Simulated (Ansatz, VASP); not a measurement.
## SnTe: VASP beside Ansatz

Contents of INCAR:

```
PREC = Accurate
ENCUT = 520
EDIFF = 1E-6
ISMEAR = -1
SIGMA = 0.1
LREAL = F
LASPH = T
NELM = 80
ALGO = Normal
ISIF = 2
LWAVE = F
LCHARG = F
GGA = PS
NBANDS = 17
```

KPOINTS

```
regular mesh
0
Gamma
  12 12 12
```

File POSCAR:

```
SnTe
1.0
    0.0000000000      3.2839167502      3.2839167502
    3.2839167502      0.0000000000      3.2839167502
    3.2839167502      3.2839167502      0.0000000000
Sn Te
1 1
Direct
    0.0000000000      0.0000000000      0.0000000000
    0.2500000000      0.2500000000      0.2500000000
```

Input for Ansatz:

```yaml
crystal:
  lattice:
    - [0.0, 3.2839167502, 3.2839167502]
    - [3.2839167502, 0.0, 3.2839167502]
    - [3.2839167502, 3.2839167502, 0.0]
  atoms:
    - { symbol: Sn, position: [0.0, 0.0, 0.0] }
    - { symbol: Te, position: [0.25, 0.25, 0.25] }
kpoints:
  mp_grid: { grid: [12, 12, 12] }
  band_path:
    path:
      - [0.0, 0.0, 0.0]
      - [-0.5, -0.5, 0.0]
      - [-0.375, -0.375, 0.25]
      - [-0.375, 0.0, 0.375]
      - [0.0, 0.0, 0.0]
      - [0.0, 0.0, 0.5]
      - [-0.5, -0.25, 0.25]
      - [-0.5, -0.5, 0.0]
    npoints: 8
scf:
  occupations: { method: fermi_dirac, width: 0.1 }
hamiltonian:
  xc: pbesol
  pseudopotentials: { kind: all_electron, lapw: { basis_error: 0.001 } }
output:
  forces: true
  stress: true
  eigenvalues: true
  populations: true
  dos: { projected: true, de: 0.2, e_range: [-14, 8] }
```

Change from the starting cell: volume scaled by 0.8, LAPW.

Alike in both runs: task single point; functional PBEsol; k mesh 12 × 12 × 12; occupations fermi-dirac, width 0.1 eV; no spin polarisation.

```csv
,VASP,Ansatz
version,VASP 6.6.1,Ansatz 0.2.0
potentials or method,"VASP PAW PBE potentials, release 64 (Sn_d, Te), cutoff 520 eV","all-electron LAPW, scalar-relativistic"
```

|  | VASP | Ansatz | Ansatz less VASP |
| --- | --- | --- | --- |
| pressure (GPa) | 8.8 | 8.8 | -0.01 |

VASP's potentials were made for PBE, not for PBEsol. Ansatz ran all-electron here, and VASP with PAW potentials.

Neither program's run includes spin-orbit coupling.
